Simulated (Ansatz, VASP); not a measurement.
SnO2: VASP beside Ansatz

```xyz
3
Lattice="1.6488 0.9519 4.8947 -1.6488 0.9519 4.8947 0.0000 -1.9039 4.8947" Properties=species:S:1:pos:R:3 pbc="T T T"
Sn    0.0000    0.0000    7.3421
O     0.0000    0.0000   11.2016
O     0.0000    0.0000    3.4827
```

Change from the starting cell: volume scaled by 1.06.

Alike in both runs: task single point; functional PBE; k mesh 10 × 10 × 10; occupations fermi-dirac, width 0.05 eV; no spin polarisation.

|  | VASP | Ansatz |
| --- | --- | --- |
| version | VASP 6.6.1 | Ansatz 0.2.0 |
| potentials or method | VASP PAW PBE potentials, release 64 (Sn_d, O), cutoff 520 eV | all-electron LAPW, scalar-relativistic |

|  | VASP | Ansatz | Ansatz less VASP |
| --- | --- | --- | --- |
| gap on the k mesh at the Fermi level (eV) | 1.57 | 1.59 | +0.027 |
| least direct gap on the mesh (eV) | 1.64 | 1.66 | +0.024 |
| pressure (GPa) | -7.2 | -7.7 | -0.45 |
| traceless stress, the component that is largest in VASP (GPa) | 2.40 | 2.71 | +0.306 |
| rms of the force components (eV/Å) | 0.297 | 0.319 | +0.0216 |

Atom by atom the forces differ by 0.022 eV/Å (rms over components). Ansatz ran all-electron here, and VASP with PAW potentials.
